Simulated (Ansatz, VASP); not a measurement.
One calculation of Al3CoNi2, two programs

```
Al Co Ni
1.0
     4.07696    0.00000    0.00000
    -2.03848    3.53075    0.00000
     0.00000    0.00000    4.99181
Al Co Ni
3 1 2
Direct
  0.00000 0.00000 0.00000
  0.33333 0.66667 0.66530
  0.66667 0.33333 0.33470
  0.00000 0.00000 0.50000
  0.33333 0.66667 0.17091
  0.66667 0.33333 0.82909
```

Alike in both runs: functional PBE; k mesh 12 × 12 × 8; occupations gaussian, width 0.1 eV; collinear spin.

Ansatz relaxed the structure, and its values are those at the end. VASP's run is a single point on that final structure, the one shown.

```csv
,VASP,Ansatz
version,VASP 6.6.1,Ansatz 0.2.0
potentials or method,"VASP PAW PBE potentials, release 64 (Al, Co, Ni), cutoff 520 eV","scalar-relativistic, plane waves, PAW"
valence electrons in the cell,38,62
```

VASP gave:

| Item | Value |
| --- | --- |
| gap on the k mesh at the Fermi level (eV) | none |
| pressure (GPa) | 0.0 |
| net moment per atom (μB) | 0.08 |
| size of the moment on the site where the two differ most (μB) | 0.33 |

What did Ansatz give for the same quantities?

gap on the k mesh at the Fermi level (eV): none; pressure (GPa): 0.0; net moment per atom (μB): 0.09; size of the moment on the site where the two differ most (μB): 0.36.

Site moments also hang on the region over which each program counts them. A gap of «none» marks a metal or a gap that the smearing closes. The functional is the same, so the differences come from potentials, cutoffs and numerics. VASP's potentials hold 38 valence electrons a cell and Ansatz's 62, so a difference there can come from the potentials and not from the codes.
